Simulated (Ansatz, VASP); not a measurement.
## SnSe2 in VASP and in Ansatz

Contents of INCAR:

```
PREC = Accurate
ENCUT = 600
EDIFF = 1E-7
ISMEAR = 0
SIGMA = 0.01
LREAL = F
LASPH = T
NELM = 80
ALGO = Normal
ISIF = 3
LWAVE = F
LCHARG = F
GGA = PE
IBRION = 2
NSW = 80
EDIFFG = -0.01
```

Contents of KPOINTS:

```
Automatic mesh
0
Gamma
  12 12 6
```

The input POSCAR:

```
SnSe2
1.0
    3.8110000000      0.0000000000      0.0000000000
   -1.9055000000      3.3004228100      0.0000000000
    0.0000000000      0.0000000000      6.1360000000
Sn Se
1 2
Direct
    0.0000000000      0.0000000000      0.0000000000
    0.3333333333      0.6666666667      0.2490000000
    0.6666666667      0.3333333333      0.7510000000
```

Input for Ansatz:

```yaml
crystal:
  lattice:
    - [3.811, 0.0, 0.0]
    - [-1.9055, 3.30042281, 0.0]
    - [0.0, 0.0, 6.136]
  atoms:
    - { symbol: Sn, position: [0.0, 0.0, 0.0] }
    - { symbol: Se, position: [0.3333333333333333, 0.6666666666666666, 0.249] }
    - { symbol: Se, position: [0.6666666666666666, 0.3333333333333333, 0.751] }
kpoints:
  mp_grid:
    grid: [12, 12, 6]
hamiltonian:
  xc: pbe
  pseudopotentials:
    kind: paw
scf:
  occupations:
    method: fixed
relax:
  cell: {}
```

Alike in both runs: task relaxation of cell and atoms; functional PBE; k mesh 12 × 12 × 6; no spin polarisation.

|  | VASP | Ansatz |
| --- | --- | --- |
| version | VASP 6.6.1 | Ansatz 0.2.0 |
| potentials or method | VASP PAW PBE potentials, release 64 (Sn_d, Se) | plane waves, PAW |
| plane-wave cutoff (eV) | 600 | 420 |
| occupations | gaussian, width 0.01 eV | fixed |
| valence electrons in the cell | 26 | 46 |

|  | VASP | Ansatz | Ansatz less VASP |
| --- | --- | --- | --- |
| relaxed volume (Å³/atom) | 29.79 | 30.29 | +0.502 |
| relaxed cell length with the largest relative difference (Å) | 6.875 | 6.999 | +0.1243 |

VASP's potentials hold 26 valence electrons a cell and Ansatz's 46, so a difference there can come from the potentials and not from the codes.

Noted on VASP's run: the volume moved by over 15 % at a fixed basis, so the end points are rough.
